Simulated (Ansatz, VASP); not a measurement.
# One calculation of MgO, two programs

File INCAR:

```
PREC = Accurate
ENCUT = 600
EDIFF = 1E-6
ISMEAR = -1
SIGMA = 0.08
LREAL = False
LASPH = True
NELM = 80
ALGO = Normal
ISIF = 3
LWAVE = False
LCHARG = False
GGA = PE
IBRION = 2
NSW = 100
EDIFFG = -0.005
```

Contents of KPOINTS:

```
regular mesh
0
Gamma
  15 15 8
```

Contents of POSCAR:

```
MgO
1.0
    3.1809102065      0.0000000000      0.0000000000
   -1.5904551033      2.7547490460      0.0000000000
    0.0000000000      0.0000000000      5.1848836366
Mg O
2 2
Direct
    0.3333333333      0.6666666667      0.0000000000
    0.6666666667      0.3333333333      0.5000000000
    0.3333333333      0.6666666667      0.3760000000
    0.6666666667      0.3333333333      0.8760000000
```

Input for Ansatz:

```yaml
crystal:
  lattice:
    - [3.1809102065, 0.0, 0.0]
    - [-1.5904551033, 2.754749046, 0.0]
    - [0.0, 0.0, 5.1848836366]
  atoms:
    - { symbol: Mg, position: [0.3333333333, 0.6666666667, 0.0] }
    - { symbol: Mg, position: [0.6666666667, 0.3333333333, 0.5] }
    - { symbol: O, position: [0.3333333333, 0.6666666667, 0.376] }
    - { symbol: O, position: [0.6666666667, 0.3333333333, 0.876] }
kpoints:
  mp_grid: { grid: [15, 15, 8] }
scf:
  occupations: { method: fermi_dirac, width: 0.08 }
hamiltonian:
  xc: pbe
  pseudopotentials: { kind: paw }
output:
  forces: true
  stress: true
relax:
  f_tol: 0.005
  max_steps: 80
  cell: {}
```

Alike in both runs: task relaxation of cell and atoms; functional PBE; k mesh 15 × 15 × 8; occupations fermi-dirac, width 0.08 eV; no spin polarisation.

|  | VASP | Ansatz |
| --- | --- | --- |
| version | VASP 6.6.1 | Ansatz 0.2.0 |
| potentials or method | VASP PAW PBE potentials, release 64 (Mg, O) | PAW with Ansatz's default frozen-core files, scalar-relativistic |
| plane-wave cutoff (eV) | 600 | 420 |
| valence electrons in the cell | 16 | 32 |

VASP gave:

| Quantity | Value |
| --- | --- |
| relaxed volume (Å³/atom) | 12.13 |
| relaxed length of the cell vector where the two differ most in proportion (Å) | 5.110 |

Q: What did Ansatz give for the same quantities?

A: Relaxed volume (Å³/atom): 12.18; relaxed length of the cell vector where the two differ most in proportion (Å): 5.122.

VASP's potentials hold 16 valence electrons a cell and Ansatz's 32, so a difference there can come from the potentials and not from the codes.
